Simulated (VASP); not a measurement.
# MgAu (Pm-3m) in VASP: further runs, part 2 of 3

VASP 6.6.1. The steps go on from the part before.

**4. Electric field gradients, LDA (volume scaled by 1.02)**

File INCAR:

```
SYSTEM = MgAu
PREC = Accurate
ENCUT = 520
EDIFF = 1E-8
ISMEAR = -1
SIGMA = 0.05
LREAL = .False.
LASPH = .True.
NELM = 80
ALGO = Normal
ISIF = 2
LWAVE = .False.
LCHARG = .False.
GGA = CA
LEFG = .True.
NBANDS = 14
```

File KPOINTS:

```
regular mesh
0
Gamma
  13 13 13
  0 0 0
```

File POSCAR:

```
MgAu
1.0
    3.2805834105      0.0000000000      0.0000000000
    0.0000000000      3.2805834105      0.0000000000
    0.0000000000      0.0000000000      3.2805834105
Mg Au
1 1
Direct
    0.5000000000      0.5000000000      0.5000000000
    0.0000000000      0.0000000000      0.0000000000
```

Potentials or basis: VASP PAW LDA potentials, release 64 (Mg, Au).

On the command line:

```sh
cat potpaw_LDA.64/Mg/POTCAR potpaw_LDA.64/Au/POTCAR > POTCAR
mpirun -np 1 vasp_std > vasp.out
```

OUTCAR:

```text
SYSTEM = MgAu
   PREC = Accurate
   ENCUT = 520
   EDIFF = 1E-8
   ISMEAR = -1
   LREAL = .False.
   LASPH = .True.
   NELM = 80
   ISIF = 2
   GGA = CA

 ion  position               nearest neighbor table
   1  0.500  0.500  0.500-   2 2.84   2 2.84   2 2.84   2 2.84   2 2.84   2 2.84   2 2.84   2 2.84

   2  0.000  0.000  0.000-   1 2.84   1 2.84   1 2.84   1 2.84   1 2.84   1 2.84   1 2.84   1 2.84

  LATTYP: Found a simple cubic cell.
 ALAT       =     3.2805834105

  Lattice vectors:

 A1 = (   3.2805834105,   0.0000000000,   0.0000000000)
[... 621 lines left out ...]
  free  energy   TOTEN  =        -7.5803137653 eV

  energy  without entropy=       -7.5744785272  energy(sigma->0) =       -7.57739615

 Electric field gradients (V/A^2)
---------------------------------------------------------------------
 ion       V_xx      V_yy      V_zz      V_xy      V_xz      V_yz
---------------------------------------------------------------------
   1       0.000    -0.000    -0.000     0.000     0.000    -0.000
   2       0.000     0.000     0.000    -0.000    -0.000     0.000
---------------------------------------------------------------------

 Electric field gradients after diagonalization (V/A^2)
 (convention: |V_zz| > |V_xx| > |V_yy|)
----------------------------------------------------------------------
 ion       V_xx      V_yy      V_zz     asymmetry (V_yy - V_xx)/ V_zz
----------------------------------------------------------------------
   1      -0.000     0.000    -0.000      -0.853
   2       0.000     0.000     0.000      -0.161
----------------------------------------------------------------------

           NMR quadrupolar parameters

 Cq : quadrupolar parameter    Cq=e*Q*V_zz/h
 eta: asymmetry parameters     (V_yy - V_xx)/ V_zz
 Q  : nuclear electric quadrupole moment in mb (millibarn)
----------------------------------------------------------------------
 ion       Cq(MHz)       eta       Q (mb)
----------------------------------------------------------------------
   1      -0.000      -0.853       1.000
   2       0.000      -0.161       1.000
----------------------------------------------------------------------
```

OSZICAR:

```text
N       E                     dE             d eps       ncg     rms          rms(c)
DAV:   1     0.501930565949E+02    0.50193E+02   -0.57104E+03  2400   0.776E+02
DAV:   2    -0.712839212021E+01   -0.57321E+02   -0.53153E+02  2814   0.165E+02
DAV:   3    -0.816978425955E+01   -0.10414E+01   -0.10392E+01  2886   0.210E+01
DAV:   4    -0.817346613504E+01   -0.36819E-02   -0.36817E-02  2784   0.148E+00
DAV:   5    -0.817349857200E+01   -0.32437E-04   -0.32436E-04  3036   0.144E-01    0.551E+00
DAV:   6    -0.762326997745E+01    0.55023E+00   -0.23891E+00  2706   0.119E+01    0.276E+00
DAV:   7    -0.759558907087E+01    0.27681E-01   -0.26964E-02  2610   0.147E+00    0.153E+00
DAV:   8    -0.758036229425E+01    0.15227E-01   -0.72334E-03  2820   0.524E-01    0.122E-01
DAV:   9    -0.758032249325E+01    0.39801E-04   -0.22107E-04  2910   0.952E-02    0.574E-02
DAV:  10    -0.758031386481E+01    0.86284E-05   -0.99218E-06  2830   0.259E-02    0.606E-03
DAV:  11    -0.758031379116E+01    0.73642E-07   -0.15248E-07  3054   0.265E-03    0.346E-03
DAV:  12    -0.758031376559E+01    0.25573E-07   -0.46659E-08  2862   0.144E-03    0.216E-04
DAV:  13    -0.758031376531E+01    0.27956E-09   -0.19742E-09  1674   0.371E-04
   1 F= -.75803138E+01 E0= -.75773961E+01  d E =-.583524E-02
```

stdout:

```text
POSCAR found type information on POSCAR MgAu
 POSCAR found :  2 types and       2 ions
 scaLAPACK will be used
 LDA part: xc-table for (Slater(with rela. corr.)+CA(PZ))
 , standard interpolation
 POSCAR, INCAR and KPOINTS ok, starting setup
 FFT: planning ... GRIDC
 FFT: planning ... GRID_SOFT
 FFT: planning ... GRID
 WAVECAR not read
 entering main loop
ion   1

ion   2
```

Wall time 18 s (1 thread of Intel Xeon Platinum 8375C at 2.90GHz (Ice Lake), shared host); peak memory 0.16 GiB.

What came out:

* Free energy: -7.5803 eV
* Pressure: -5.5 GPa

Caveat: without QUAD_EFG the Cq values of the log hold for a quadrupole moment of 1 mb, not for the nuclei; spin-orbit coupling is left out, which moves the levels of the heavy elements.

**5. Electric field gradients, LDA (volume scaled by 1.02)**

File INCAR:

```
ALGO = Normal
EDIFF = 1E-8
ENCUT = 520
ISIF = 2
ISMEAR = -1
LASPH = T
LCHARG = F
LEFG = T
LREAL = F
LWAVE = F
NBANDS = 14
NELM = 80
PREC = Accurate
SIGMA = 0.05
```

File KPOINTS:

```
k-points
0
Gamma
  13 13 13
```

POSCAR is that of step 4.

Potentials or basis: VASP PAW LDA potentials, release 64 (Mg, Au).

On the command line:

```sh
cat potpaw_LDA.64/Mg/POTCAR potpaw_LDA.64/Au/POTCAR > POTCAR
mpirun -np 1 vasp_std > vasp.out
```

OUTCAR:

```text
EDIFF = 1E-8
   ENCUT = 520
   ISIF = 2
   ISMEAR = -1
   LASPH = T
   LREAL = F
   NELM = 80
   PREC = Accurate

 ion  position               nearest neighbor table
   1  0.500  0.500  0.500-   2 2.84   2 2.84   2 2.84   2 2.84   2 2.84   2 2.84   2 2.84   2 2.84

   2  0.000  0.000  0.000-   1 2.84   1 2.84   1 2.84   1 2.84   1 2.84   1 2.84   1 2.84   1 2.84

  LATTYP: Found a simple cubic cell.
 ALAT       =     3.2805834105

  Lattice vectors:

 A1 = (   3.2805834105,   0.0000000000,   0.0000000000)
 A2 = (   0.0000000000,   3.2805834105,   0.0000000000)
 A3 = (   0.0000000000,   0.0000000000,   3.2805834105)

Analysis of symmetry for initial positions (statically):
=====================================================================
 Subroutine PRICEL returns:
 Original cell was already a primitive cell.

 Routine SETGRP: Setting up the symmetry group for a
 simple cubic supercell.

 Subroutine GETGRP returns: Found 48 space group operations
 (whereof 48 operations were pure point group operations)
 out of a pool of 48 trial point group operations.

The static configuration has the point symmetry O_h .

Analysis of symmetry for dynamics (positions and initial velocities):
=====================================================================
 Subroutine PRICEL returns:
 Original cell was already a primitive cell.

 Routine SETGRP: Setting up the symmetry group for a
 simple cubic supercell.

 Subroutine GETGRP returns: Found 48 space group operations
 (whereof 48 operations were pure point group operations)
 out of a pool of 48 trial point group operations.

The dynamic configuration has the point symmetry O_h .

 Subroutine INISYM returns: Found 48 space group operations
 (whereof 48 operations are pure point group operations),
 and found     1 'primitive' translations

----------------------------------------------------------------------------------------

                                     Primitive cell

  volume of cell :      35.3064

  direct lattice vectors                    reciprocal lattice vectors
     3.280583410  0.000000000  0.000000000     0.304823830  0.000000000  0.000000000
     0.000000000  3.280583410  0.000000000     0.000000000  0.304823830  0.000000000
     0.000000000  0.000000000  3.280583410     0.000000000  0.000000000  0.304823830

  length of vectors
     3.280583410  3.280583410  3.280583410     0.304823830  0.304823830  0.304823830

  position of ions in fractional coordinates (direct lattice)
     0.500000000  0.500000000  0.500000000
     0.000000000  0.000000000  0.000000000

  ion indices of the primitive-cell ions
   primitive index   ion index
                 1           1
                 2           2

----------------------------------------------------------------------------------------

 KPOINTS: k-points

Automatic generation of k-mesh.
 Grid dimensions read from file:
 generate k-points for:   13   13   13

 Generating k-lattice:
[... 79 lines left out ...]
   IALGO  =     38    algorithm
   IMIX   =      4    mixing-type and parameters
     AMIX     =   0.40;   BMIX     =  1.00
     AMIX_MAG =   1.60;   BMIX_MAG =  1.00
  volume/ion in A,a.u.               =      17.65       119.13
  Fermi-wavevector in a.u.,A,eV,Ry     =   1.173379  2.217364 18.732740  1.376818
  Thomas-Fermi vector in A             =   2.309793
   LORBIT       =      0    0 simple, 1 ext, 2 COOP (PROOUT), +10 PAW based schemes
   GGA     = CA    functional components
   LHFCALC =     F    Hartree Fock is set to
   AEXX    =    0.0000 exact exchange contribution
   IVDW    =     0    specifies the selected vdW correction
   LEPSILON=     F    determine dielectric tensor
   LRPA    =     F    only Hartree local field effects (RPA)
 non-spin polarized calculation
  energy-cutoff  :      520.00
  volume of cell :       35.31
 maximum number of plane-waves:       964
   NGX = 13   NGY = 13   NGZ = 13

 number of electron      12.9999995 magnetization

 Free energy of the ion-electron system (eV)
  ---------------------------------------------------
  ext. energy  EPLUGINS =         0.00000000
  ---------------------------------------------------
  free energy    TOTEN  =        -7.58031377 eV

  energy without entropy =       -7.57447853  energy(sigma->0) =       -7.57739615

 E-fermi :   6.4331     XC(G=0): -11.1705

 val. band max:        6.4271577019   @ k =   0.3077   0.0769   0.0000
 cond. band min:       6.4492168240   @ k =   0.4615   0.4615   0.0769
 fundamental gap:      0.0220591221
 Fermi energy:         6.4330719778

 k-point     1 :       0.0000    0.0000    0.0000
  band No.  band energies     occupation
      1      -2.5457      2.00000
      2       0.7435      2.00000
      3       0.7435      2.00000
      4       2.4459      2.00000
      5       2.4459      2.00000
      6       2.4459      2.00000
      7      11.7642      0.00000
      8      11.7642      0.00000
      9      11.7642      0.00000
     10      15.3454      0.00000
     11      15.3454      0.00000
     12      16.2959      0.00000
     13      23.8466      0.00000
     14      23.8466      0.00000
[... 377 lines left out ...]
      1       0.2375      2.00000
      2       0.7639      2.00000
      3       1.9171      2.00000
      4       1.9891      2.00000
      5       2.0620      2.00000
      6       2.6637      2.00000
      7       6.0849      1.99811
      8       8.5530      0.00000
      9      12.3690      0.00000
     10      16.2729      0.00000
     11      17.2257      0.00000
     12      18.8319      0.00000
     13      19.5161      0.00000
     14      21.7267      0.00000

 [... further k-points ...]

------------------------ aborting loop because EDIFF is reached ----------------------------------------

  FORCE on cell =-STRESS in cart. coord.  units (eV):
  Direction    XX          YY          ZZ          XY          YZ          ZX
  --------------------------------------------------------------------------------------
  -------------------------------------------------------------------------------------
  Total       -1.2088645     -1.2088645     -1.2088645     -0.0000000      0.0000000      0.0000000
  in kB      -54.8573657    -54.8573657    -54.8573657     -0.0000000      0.0000000      0.0000000
  external PRESSURE =     -54.8573657 kB  Pullay stress =       0.0000000 kB

 VOLUME and BASIS-vectors are now :
 -----------------------------------------------------------------------------
  energy-cutoff  :      520.00
  volume of cell :       35.31
      direct lattice vectors                 reciprocal lattice vectors
     3.280583410  0.000000000  0.000000000     0.304823830  0.000000000  0.000000000
     0.000000000  3.280583410  0.000000000     0.000000000  0.304823830  0.000000000
     0.000000000  0.000000000  3.280583410     0.000000000  0.000000000  0.304823830

 POSITION                                       TOTAL-FORCE (eV/Angst)
 -----------------------------------------------------------------------------------
      1.64029      1.64029      1.64029         0.000000      0.000000      0.000000
      0.00000      0.00000      0.00000         0.000000      0.000000      0.000000
 -----------------------------------------------------------------------------------
    total drift:                               -0.000000      0.000000      0.000000

  FREE ENERGIE OF THE ION-ELECTRON SYSTEM (eV)
  ---------------------------------------------------
  free  energy   TOTEN  =        -7.5803137653 eV

  energy  without entropy=       -7.5744785272  energy(sigma->0) =       -7.57739615

 Electric field gradients (V/A^2)
---------------------------------------------------------------------
 ion       V_xx      V_yy      V_zz      V_xy      V_xz      V_yz
---------------------------------------------------------------------
   1       0.000    -0.000    -0.000     0.000     0.000    -0.000
   2       0.000     0.000     0.000    -0.000    -0.000     0.000
---------------------------------------------------------------------

 Electric field gradients after diagonalization (V/A^2)
 (convention: |V_zz| > |V_xx| > |V_yy|)
----------------------------------------------------------------------
 ion       V_xx      V_yy      V_zz     asymmetry (V_yy - V_xx)/ V_zz
----------------------------------------------------------------------
   1      -0.000     0.000    -0.000      -0.853
   2       0.000     0.000     0.000      -0.161
----------------------------------------------------------------------

           NMR quadrupolar parameters

 Cq : quadrupolar parameter    Cq=e*Q*V_zz/h
 eta: asymmetry parameters     (V_yy - V_xx)/ V_zz
 Q  : nuclear electric quadrupole moment in mb (millibarn)
----------------------------------------------------------------------
 ion       Cq(MHz)       eta       Q (mb)
----------------------------------------------------------------------
   1      -0.000      -0.853       1.000
   2       0.000      -0.161       1.000
----------------------------------------------------------------------
```

stdout:

```text
POSCAR found type information on POSCAR MgAu
 POSCAR found :  2 types and       2 ions
 scaLAPACK will be used
 LDA part: xc-table for (Slater(with rela. corr.)+CA(PZ))
 , standard interpolation
 POSCAR, INCAR and KPOINTS ok, starting setup
 FFT: planning ... GRIDC
 FFT: planning ... GRID_SOFT
 FFT: planning ... GRID
 WAVECAR not read
 entering main loop
ion   1

ion   2
```

It took 20 s on 1 thread of Intel Xeon Platinum 8375C at 2.90GHz (Ice Lake), shared host; peak memory 0.16 GiB.

What came out:

```yaml
Free_energy: -7.5803 eV
Pressure: -5.5 GPa
```

Caveat: without QUAD_EFG the Cq values of the log hold for a quadrupole moment of 1 mb, not for the nuclei; spin-orbit coupling is left out, which moves the levels of the heavy elements.

(Part 2 of 3 ends here.)
